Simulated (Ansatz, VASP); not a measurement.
One calculation of TiAl, two programs

```xyz
2
Lattice="2.8959 0.0000 0.0000 -1.4480 2.4831 0.0000 0.0000 0.0000 4.6781" Properties=species:S:1:pos:R:3 pbc="T T T"
Ti    0.0000    0.0000    0.0000
Al    0.0000    1.6554    2.3390
```

Change from the starting cell: strain +0.0100 x Voigt [1, 0, 0, 0, 0, 0], atoms carried along.

Alike in both runs: task single point; functional r2SCAN; k mesh 18 × 18 × 10; occupations gaussian, width 0.15 eV; no spin polarisation.

```csv
,VASP,Ansatz
version,VASP 6.6.1,Ansatz 0.2.0
potentials or method,"VASP PAW PBE potentials, release 64 (Ti_sv, Al), cutoff 520 eV","scalar-relativistic, plane waves, PAW"
valence electrons in the cell,15,15
```

VASP gave:

| Quantity | Value |
| --- | --- |
| gap on the k mesh at the Fermi level (eV) | none |
| pressure (GPa) | -2.0 |
| traceless stress, the component that is largest in VASP (GPa) | 0.88 |
| rms of the force components (eV/Å) | 0.020 |

Task: Which values does Ansatz return?

Result: gap on the k mesh at the Fermi level (eV): none; pressure (GPa): -2.1; traceless stress, the component that is largest in VASP (GPa): 0.88; rms of the force components (eV/Å): 0.020.

VASP's potentials were made for PBE, not for r2SCAN. Atom by atom the forces differ by 0.000 eV/Å (rms over components). A gap of «none» marks a metal or a gap that the smearing closes. With one functional, cell and mesh, what is left measures potentials, basis and numerics.
